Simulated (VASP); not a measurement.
MnF2, 6 atoms in the cell. Symmetry: P4_2/mnm, No. 136, tetragonal system. Conventional cell: a = 4.874 Å, b = 4.874 Å, c = 3.311 Å, α = 90.00°, β = 90.00°, γ = 90.00°. Mn (site symmetry mmm) has 6 F at 2.10 to 2.13 Å within 2.8 Å. F (site symmetry m2m) has 3 Mn at 2.10 to 2.13 Å and 1 F at 2.68 Å within 2.8 Å. 

| Item | Value |
| --- | --- |
| Program | VASP 6.6.1 |
| Task | single point |
| Functional | LDA |
| Potentials or basis | VASP PAW LDA potentials, release 64 (Mn_pv, F) |
| Cutoff | 520 eV |
| k mesh | 5 × 5 × 7 |
| Occupations | fermi-dirac, width 0.1 eV |
| Spin | collinear spin, ferromagnetic start |
| Starting moments | [4.0, 4.0, 0.0, 0.0, 0.0, 0.0] μB |
| Dipole correction | no |
| Further INCAR settings | ALGO = Normal; EDIFF = 1e-06; NBANDS = 40 |

Potentials or basis: VASP PAW LDA potentials, release 64 (Mn_pv, F).

Command:

```console
$ cat potpaw_LDA.64/Mn_pv/POTCAR potpaw_LDA.64/F/POTCAR > POTCAR
$ mpirun -np 1 vasp_std > vasp.out
```

Hardware: 1 thread of AMD EPYC 7571, with other jobs on the host.

Question: How long does it take, and how much memory?

Answer: Run time: 3.2 min on 1 thread of AMD EPYC 7571, on a shared host, peak memory 0.2 GiB. Counts: scf iterations 14, k points 24.
